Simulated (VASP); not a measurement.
Runs of VASP 6.6.1 on Li2S. The structure is that of space group Fm-3m (No. 225), or close to it. The cells are those of the table. 

| task | cell | cutoff (eV) | gap on the mesh (eV) | pressure (GPa) |
| --- | --- | --- | --- | --- |
| single point | a = 3.954 Å, angles 60.0°, 3 atoms | 750 | 3.29 | -0.7 |
| single point | a = 4.115 Å, angles 60.0°, 3 atoms | 750 | (a) | -4.8 |
| electric field gradients | a = 3.954 Å, angles 60.0°, 3 atoms | 650 | (b) | -0.7 |
| electric field gradients | a = 4.016, b = 4.016, c = 4.036 Å, angles 59.8, 59.8, 60.3°, 3 atoms | 650 | 3.27 | (c) |
| single point | a = 4.016 Å, angles 60.7°, 3 atoms | 750 | 3.30 | -3.1 |

Alike in all rows: level LDA; potentials or basis VASP PAW LDA potentials, release 64 (Li_sv, S); no spin polarisation; k mesh 7 × 7 × 7; smearing fermi-dirac 0.02 eV.

**Question.** Estimate the missing entries.

**Answer.** (a) 3.34; (b) 3.28; (c) -2.8.

A k mesh can miss the band edges.
